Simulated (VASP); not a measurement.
HfO2, 12 atoms in the cell. The cell holds a slab with vacuum, 12 atoms: a = 3.605 Å, b = 3.605 Å, c = 25.301 Å, α = 90.00°, β = 90.00°, γ = 120.00°. 

- Program: VASP 6.6.1
- Task: single point
- Functional: PBE
- Potentials or basis: VASP PAW PBE potentials, release 64 (O, Hf_pv)
- Cutoff: 520 eV
- k mesh: 9 × 9 × 1
- Occupations: gaussian, width 0.05 eV
- Spin: no spin polarisation
- Dipole correction: yes
- Further INCAR settings: ALGO = Normal; EDIFF = 1e-06; NBANDS = 56

Potentials or basis: VASP PAW PBE potentials, release 64 (O, Hf_pv).

Launch:

```bash
$ cat potpaw_PBE.64/O/POTCAR potpaw_PBE.64/Hf_pv/POTCAR > POTCAR
$ mpirun -np 1 vasp_std > vasp.out
```

Hardware: 1 thread of Intel(R) Xeon(R) Platinum 8375C CPU @ 2.90GHz (Ice Lake), with other jobs on the host.

**Question.** How long does it take, and how much memory?

**Answer.** Run time: 6.7 min on 1 thread of Intel(R) Xeon(R) Platinum 8375C CPU @ 2.90GHz (Ice Lake) (shared host), peak memory 0.45 GiB. Counts: scf iterations 25, k points 12.
